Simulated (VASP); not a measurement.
CsSnI3:

```
CELL_PARAMETERS angstrom
6.20570 0.00000 0.00000
0.00000 6.20570 0.00000
0.00000 0.00000 6.20570
ATOMIC_POSITIONS crystal
Cs 0.00000 0.00000 0.00000
I 0.50000 0.50000 0.00000
I 0.50000 0.00000 0.50000
I 0.00000 0.50000 0.50000
Sn 0.50000 0.50000 0.50000
```

Base run:

```yaml
Program: VASP 6.6.1
Functional: r2SCAN
Potentials_or_basis: VASP PAW PBE potentials, release 64 (Cs_sv, I, Sn_d)
Cutoff: 520 eV
k_mesh: 6 × 6 × 6
Occupations: methfessel-paxton, width 0.05 eV
Spin: no spin polarisation
```

Its results: band gap on the k mesh 0.42 eV, direct; pressure 0.2 GPa.

Task: The run is repeated on the same cell with these changes: k mesh from 6 × 6 × 6 to 7 × 7 × 7. What comes out?

Result: Band gap on the k mesh 1.33 eV, direct; pressure 0.1 GPa.

Caveats: the PAW data sets were made with another functional, which shifts forces and pressure a little; spin-orbit coupling is left out, which moves the levels of the heavy elements.

A k mesh can miss the band edges.
